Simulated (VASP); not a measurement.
# Ti (P6/mmm) in VASP: notebook

Runs on Ti. Level: r2SCAN. Tasks: single point.

Program: VASP 6.6.1. These are calculated values, not measurements. Logs are shortened: lines on timing, memory, paths and dates and some standing lists are left out, and cuts for length are marked.

**1. The cell of the first run**

The structure is hexagonal, space group P6/mmm (No. 191). The conventional cell has a = 4.568 Å, b = 4.568 Å, c = 2.826 Å, α = 90.00°, β = 90.00°, γ = 120.00°. Ti (site symmetry 6/mmm) has 14 Ti at 2.83 to 2.99 Å within 3.7 Å. Within 3.5 Å of Ti (site symmetry -6m2) lie 11 Ti at 2.64 to 2.99 Å.

This isn't the form of Ti at room conditions, which is hcp.

**2. Single point, r2SCAN**

File POSCAR:

```
Ti
1.0
    4.5679923465      0.0000000000      0.0000000000
   -2.2839961733      3.9559974164      0.0000000000
    0.0000000000      0.0000000000      2.8258480747
Ti
3
Direct
    1.0000000000      1.0000000000      0.0000000000
    0.3333333333      0.6666666667      0.5000000000
    0.6666666667      0.3333333333      0.5000000000
```

File INCAR.step1:

```
PREC = Accurate ; ENCUT = 520
ISMEAR = -1 ; SIGMA = 0.1
LREAL = False ; LASPH = True
NELM = 80 ; NBANDS = 25
GGA = PE ; ALGO = Normal
EDIFF = 1E-4 ; LWAVE = True
LCHARG = False
```

File INCAR.step2:

```
PREC = Accurate ; ENCUT = 520
EDIFF = 1E-6 ; ISMEAR = -1
SIGMA = 0.1 ; LREAL = False
LASPH = True ; NELM = 80
ALGO = Normal ; ISIF = 2
LWAVE = False ; LCHARG = False
METAGGA = R2SCAN ; LMIXTAU = True
NBANDS = 25 ; ISTART = 1
```

File KPOINTS:

```
Automatic mesh
0
Gamma
  8 8 11
```

Potentials or basis: VASP PAW PBE potentials, release 64 (Ti_sv).

Launch:

```bash
cat potpaw_PBE.64/Ti_sv/POTCAR > POTCAR
cp INCAR.step1 INCAR
mpirun -np 1 vasp_std > vasp.out
cp INCAR.step2 INCAR
mpirun -np 1 vasp_std > vasp.out
```

OUTCAR:

```text
PREC = Accurate
   ENCUT = 520
   EDIFF = 1E-6
   ISMEAR = -1
   LREAL = False
   LASPH = True
   NELM = 80
   ISIF = 2
   METAGGA = R2SCAN
   ISTART = 1

 ion  position               nearest neighbor table
   1  0.000  0.000  0.000-
   2  0.333  0.667  0.500-   3 2.64   3 2.64   3 2.64
   3  0.667  0.333  0.500-   2 2.64   2 2.64   2 2.64

  LATTYP: Found a hexagonal cell.
 ALAT       =     4.5679923465
 C/A-ratio  =     0.6186192665

  Lattice vectors:

 A1 = (   4.5679923465,   0.0000000000,   0.0000000000)
 A2 = (  -2.2839961733,   3.9559974164,   0.0000000000)
 A3 = (   0.0000000000,   0.0000000000,   2.8258480747)

Analysis of symmetry for initial positions (statically):
=====================================================================
 Subroutine PRICEL returns:
 Original cell was already a primitive cell.

 Routine SETGRP: Setting up the symmetry group for a
 hexagonal supercell.

 Subroutine GETGRP returns: Found 24 space group operations
 (whereof 24 operations were pure point group operations)
 out of a pool of 24 trial point group operations.

The static configuration has the point symmetry D_6h.

Analysis of symmetry for dynamics (positions and initial velocities):
=====================================================================
 Subroutine PRICEL returns:
 Original cell was already a primitive cell.

 Routine SETGRP: Setting up the symmetry group for a
 hexagonal supercell.

 Subroutine GETGRP returns: Found 24 space group operations
 (whereof 24 operations were pure point group operations)
 out of a pool of 24 trial point group operations.

The dynamic configuration has the point symmetry D_6h.

 Subroutine INISYM returns: Found 24 space group operations
 (whereof 24 operations are pure point group operations),
 and found     1 'primitive' translations

----------------------------------------------------------------------------------------

                                     Primitive cell

  volume of cell :      51.0658

  direct lattice vectors                    reciprocal lattice vectors
     4.567992346  0.000000000  0.000000000     0.218914552  0.126390376  0.000000000
    -2.283996173  3.955997416  0.000000000     0.000000000  0.252780752  0.000000000
[... 80 lines left out ...]
   ICHARG =      0    charge: 1-file 2-atom 10-const
   ISPIN  =      1    spin polarized calculation?
   LNONCOLLINEAR =      F non collinear calculations
   LSORBIT =      F    spin-orbit coupling
   LASPH  =      T    aspherical Exc in radial PAW
   ENCUT  =  520.0 eV  38.22 Ry    6.18 a.u.   8.49  8.49  5.25*2*pi/ulx,y,z
   NELM   =     80;   NELMIN=  2; NELMDL=  0     # of ELM steps
   EDIFF  = 0.1E-05   stopping-criterion for ELM
   LREAL  =      F    real-space projection
   EDIFFG = 0.1E-04   stopping-criterion for IOM
   NSW    =      0    number of steps for IOM
   IBRION =     -1    ionic relax: 0-MD 1-quasi-New 2-CG
   NFREE  =      0    steps in history (QN), initial steepest desc. (CG)
   ISIF   =      2    stress and relaxation
   ISYM   =      2    0-nonsym 1-usesym 2-fastsym
   POTIM  = 0.5000    time-step for ionic-motion
   TEBEG  =    0.0;   TEEND  =   0.0 temperature during run
   PSTRESS=    0.0 pullay stress
   NELECT =      36.0000    total number of electrons
   NUPDOWN=      -1.0000    fix difference up-down
   EMIN   =  10.00;   EMAX   =-10.00  energy-range for DOS
   EFERMI =   0.00;   METHOD = LEGACY
   ISMEAR =    -1;   SIGMA  =   0.10  broadening in eV -4-tet -1-fermi 0-gaus
   EFERMI_NEDOS =   21; number of points for ismear=-14 and -15
   IALGO  =     38    algorithm
   IMIX   =      4    mixing-type and parameters
     AMIX     =   0.40;   BMIX     =  1.00
     AMIX_MAG =   1.60;   BMIX_MAG =  1.00
  volume/ion in A,a.u.               =      17.02       114.87
  Fermi-wavevector in a.u.,A,eV,Ry     =   1.457020  2.753369 28.883919  2.122908
  Thomas-Fermi vector in A             =   2.573871
   LORBIT       =      0    0 simple, 1 ext, 2 COOP (PROOUT), +10 PAW based schemes
   METAGGA = R2SCAN    functional components
   LHFCALC =     F    Hartree Fock is set to
   AEXX    =    0.0000 exact exchange contribution
   IVDW    =     0    specifies the selected vdW correction
   LEPSILON=     F    determine dielectric tensor
   LRPA    =     F    only Hartree local field effects (RPA)
 non-spin polarized calculation
  energy-cutoff  :      520.00
  volume of cell :       51.07
 maximum number of plane-waves:      1402
 NGX is ok and might be reduce to    36
   NGX = 17   NGY = 17   NGZ = 11

 number of electron      35.9999989 magnetization

 Free energy of the ion-electron system (eV)
  ---------------------------------------------------
  ext. energy  EPLUGINS =         0.00000000
  ---------------------------------------------------
  free energy    TOTEN  =       -38.93915024 eV

  energy without entropy =      -38.85135859  energy(sigma->0) =      -38.89525441

 E-fermi :   8.4880     XC(G=0): -12.5017

 val. band max:        8.4840492158   @ k =   0.3750   0.1250   0.0909
 cond. band min:       8.4923483074   @ k =   0.2500   0.1250   0.0000
 fundamental gap:      0.0082990916
 Fermi energy:         8.4879938342

 k-point     1 :       0.0000    0.0000    0.0000
  band No.  band energies     occupation
      1     -50.7287      2.00000
      2     -50.4976      2.00000
      3     -50.3315      2.00000
      4     -25.9959      2.00000
      5     -25.9958      2.00000
      6     -25.9450      2.00000
[... 661 lines left out ...]
     24      10.8187      0.00000
     25      11.1848      0.00000

 [... further k-points ...]

------------------------ aborting loop because EDIFF is reached ----------------------------------------

  FORCE on cell =-STRESS in cart. coord.  units (eV):
  Direction    XX          YY          ZZ          XY          YZ          ZX
  --------------------------------------------------------------------------------------
  -------------------------------------------------------------------------------------
  Total        0.1184701      0.1184701      0.1101455     -0.0000000      0.0000000     -0.0000000
  in kB        3.7169705      3.7169705      3.4557886     -0.0000000      0.0000000     -0.0000000
  external PRESSURE =       3.6299099 kB  Pullay stress =       0.0000000 kB

 VOLUME and BASIS-vectors are now :
 -----------------------------------------------------------------------------
  energy-cutoff  :      520.00
  volume of cell :       51.07
      direct lattice vectors                 reciprocal lattice vectors
     4.567992346  0.000000000  0.000000000     0.218914552  0.126390376  0.000000000
    -2.283996173  3.955997416  0.000000000     0.000000000  0.252780752  0.000000000
     0.000000000  0.000000000  2.825848075     0.000000000  0.000000000  0.353876066

 POSITION                                       TOTAL-FORCE (eV/Angst)
 -----------------------------------------------------------------------------------
      0.00000      0.00000      0.00000         0.000000      0.000000      0.000000
     -0.00000      2.63733      1.41292        -0.000000      0.000000     -0.000000
      2.28400      1.31867      1.41292         0.000000     -0.000000      0.000000
 -----------------------------------------------------------------------------------
    total drift:                                0.000000      0.000000     -0.000000

  FREE ENERGIE OF THE ION-ELECTRON SYSTEM (eV)
  ---------------------------------------------------
  free  energy   TOTEN  =       -38.9391502374 eV

  energy  without entropy=      -38.8513585895  energy(sigma->0) =      -38.89525441
```

OSZICAR.step1:

```text
N       E                     dE             d eps       ncg     rms          rms(c)
DAV:   1     0.431856438126E+03    0.43186E+03   -0.18591E+04  3008   0.179E+03
DAV:   2     0.224407683751E+02   -0.40942E+03   -0.40282E+03  3027   0.519E+02
DAV:   3    -0.230571409798E+02   -0.45498E+02   -0.44329E+02  5515   0.147E+02
DAV:   4    -0.265229733596E+02   -0.34658E+01   -0.34400E+01  4231   0.376E+01
DAV:   5    -0.266945621203E+02   -0.17159E+00   -0.17153E+00  4733   0.696E+00    0.150E+01
DAV:   6    -0.235538534970E+02    0.31407E+01   -0.11424E+01  3786   0.321E+01    0.375E+00
DAV:   7    -0.235382986855E+02    0.15555E-01   -0.12011E+00  4691   0.732E+00    0.240E+00
DAV:   8    -0.235867773867E+02   -0.48479E-01   -0.36952E-01  4003   0.630E+00    0.977E-01
DAV:   9    -0.235786041764E+02    0.81732E-02   -0.12178E-01  4374   0.412E+00    0.748E-01
DAV:  10    -0.235704494068E+02    0.81548E-02   -0.53395E-02  4147   0.212E+00    0.141E-01
DAV:  11    -0.235707608763E+02   -0.31147E-03   -0.32501E-03  4018   0.503E-01    0.108E-01
DAV:  12    -0.235707673364E+02   -0.64602E-05   -0.28729E-04  3253   0.157E-01
   1 F= -.23570767E+02 E0= -.23518865E+02  d E =-.103805E+00
```

Run time: 4.6 min. Hardware: 1 thread of AMD EPYC 9R45 (Zen 5), shared host; peak memory 0.18 GiB.

What came out:

```yaml
Free_energy: -38.9392 eV
Pressure: 0.4 GPa
Band_gap_on_the_k_mesh: zero (bands 18 and 19 overlap by 0.21 eV)
```

Caveat: the PAW data sets were made with another functional, which shifts forces and pressure a little.

**3. Single point, r2SCAN (14.98 Å³/atom)**

This run uses another cell than the first one, of 14.98 Å³/atom.

File POSCAR:

```
Ti
1.0
    4.3774338472      0.0000000000      0.0000000000
   -2.1887169236      3.7909689151      0.0000000000
    0.0000000000      0.0000000000      2.7079649157
Ti
3
Direct
    1.0000000000      1.0000000000      0.0000000000
    0.3333333333      0.6666666667      0.5000000000
    0.6666666667      0.3333333333      0.5000000000
```

File INCAR.step1:

```
PREC     = Accurate       # precision mode
ENCUT    = 520            # plane-wave cutoff, eV
ISMEAR   = -1             # smearing method
SIGMA    = 0.1            # smearing width, eV
LREAL    = F              # projectors in reciprocal space
LASPH    = T              # aspherical terms in the spheres
NELM     = 100            # most SCF steps
NBANDS   = 25             # bands
GGA      = PE             # functional
ALGO     = Normal         # electronic algorithm
EDIFF    = 1E-4           # SCF threshold, eV
LWAVE    = T              # write WAVECAR
LCHARG   = F              # write CHGCAR
```

File INCAR.step2:

```
PREC     = Accurate       # precision mode
ENCUT    = 520            # plane-wave cutoff, eV
EDIFF    = 1E-7           # SCF threshold, eV
ISMEAR   = -1             # smearing method
SIGMA    = 0.1            # smearing width, eV
LREAL    = F              # projectors in reciprocal space
LASPH    = T              # aspherical terms in the spheres
NELM     = 100            # most SCF steps
ALGO     = Normal         # electronic algorithm
ISIF     = 2              # what is computed and relaxed
LWAVE    = F              # write WAVECAR
LCHARG   = F              # write CHGCAR
METAGGA  = R2SCAN         # meta-GGA
LMIXTAU  = T            
NBANDS   = 25             # bands
ISTART   = 1
```

File KPOINTS:

```
regular mesh
0
Gamma
  9 9 13
```

Potentials or basis: VASP PAW PBE potentials, release 64 (Ti_sv).

Launch:

```bash
cat potpaw_PBE.64/Ti_sv/POTCAR > POTCAR
cp INCAR.step1 INCAR
mpirun -np 1 vasp_std > vasp.out
cp INCAR.step2 INCAR
mpirun -np 1 vasp_std > vasp.out
```

It took 4.5 min on 1 thread of AMD EPYC 9R45 (Zen 5), shared host; peak memory 0.18 GiB.

It converged, with:

```yaml
Free_energy: -38.5881 eV
Pressure: 19.4 GPa
Band_gap_on_the_k_mesh: zero (bands 18 and 19 overlap by 0.36 eV)
```

Stress tensor (GPa, compression positive):
```
18.91  0.00  0.00
 0.00 18.91  0.00
 0.00  0.00 20.44
```

Levels at points of the mesh, in eV from the Fermi level:
```
           k point  band 16  band 17  band 18  band 19  band 20  band 21
(0.00, 0.00, 0.00)    -0.81    -0.76    -0.76     0.08     0.93     1.63
```

Caveat: the cell stands under pressure; the PAW data sets were made with another functional, which shifts forces and pressure a little.

(Continued in part 2 of 2.)
